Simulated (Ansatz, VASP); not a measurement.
**Te5Mo in VASP and in Ansatz**

```
CELL_PARAMETERS angstrom
3.69167 0.00000 0.00000
-1.84584 3.19708 0.00000
0.00000 0.00000 15.35708
ATOMIC_POSITIONS crystal
Te 0.66667 0.33333 0.88508
Te 0.33333 0.66667 0.64361
Te 0.66667 0.33333 0.50000
Te 0.33333 0.66667 0.35639
Te 0.66667 0.33333 0.11492
Mo 0.33333 0.66667 0.00000
```

Change from the starting cell: species swapped into the CeMg5 type (P-6m2, No. 187).

Alike in both runs: functional PBE; k mesh 6 × 6 × 1; occupations gaussian, width 0.1 eV; no spin polarisation.

Ansatz relaxed the structure, and its values are those at the end. VASP's run is a single point on that final structure, the one shown.

|  | VASP | Ansatz |
| --- | --- | --- |
| version | VASP 6.6.1 | Ansatz 0.2.0 |
| potentials or method | VASP PAW PBE potentials, release 64 (Te, Mo_sv), cutoff 520 eV | scalar-relativistic, plane waves, PAW |
| valence electrons in the cell | 44 | 94 |

|  | VASP | Ansatz | Ansatz less VASP |
| --- | --- | --- | --- |
| gap on the k mesh at the Fermi level (eV) | none | none | - |
| pressure (GPa) | 0.0 | 0.0 | +0.02 |
| rms of the force components (eV/Å) | 0.009 | 0.013 | +0.0041 |

A gap of «none» marks a metal or a gap that the smearing closes. VASP's potentials hold 44 valence electrons a cell and Ansatz's 94, so a difference there can come from the potentials and not from the codes.

The k mesh is coarse, so the values compare programs but aren't converged. Neither program's run includes spin-orbit coupling.
